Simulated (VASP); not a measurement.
Runs of VASP 6.6.1 on KI. The structure is that of space group I4/mmm (No. 139), or close to it. The cells are those of the table. 

```tsv
cell	gap on the mesh (eV)	pressure (GPa)
a = 4.991, b = 4.991, c = 4.735 Å, angles 61.7, 61.7, 56.6°, 2 atoms	4.06	2.0
a = 4.986, b = 4.986, c = 5.109 Å, angles 59.2, 59.2, 61.6°, 2 atoms	3.91	0.5
a = 5.050, b = 5.050, c = 4.860 Å, angles 61.2, 61.2, 57.5°, 2 atoms	3.97	0.9
a = 5.111, b = 5.111, c = 5.234 Å, angles 59.2, 59.2, 61.6°, 2 atoms	3.76	(a)
a = 4.926, b = 4.926, c = 4.735 Å, angles 61.3, 61.3, 57.5°, 2 atoms	4.13	2.3
a = 5.050, b = 5.050, c = 5.234 Å, angles 58.8, 58.8, 62.4°, 2 atoms	(d)	0.0
a = 4.991, b = 4.991, c = 5.234 Å, angles 58.4, 58.4, 63.2°, 2 atoms	3.85	0.5
a = 4.926, b = 4.926, c = 5.109 Å, angles 58.8, 58.8, 62.5°, 2 atoms	(b)	1.0
a = 4.861, b = 4.861, c = 4.984 Å, angles 59.2, 59.2, 61.7°, 2 atoms	4.08	(c)
```

Alike in all rows: task single point; level PBE; potentials or basis VASP PAW PBE potentials, release 64 (K_sv, I); no spin polarisation; k mesh 6 × 6 × 6; cutoff (eV) 520; smearing gaussian 0.05 eV.

**Question.** Estimate the missing entries.

**Answer.** (a) -0.3; (b) 3.95; (c) 1.6; (d) 3.81.

Caveats: spin-orbit coupling is left out, which moves the levels of the heavy elements.

A k mesh can miss the band edges, and the runs leave out spin-orbit coupling on I.
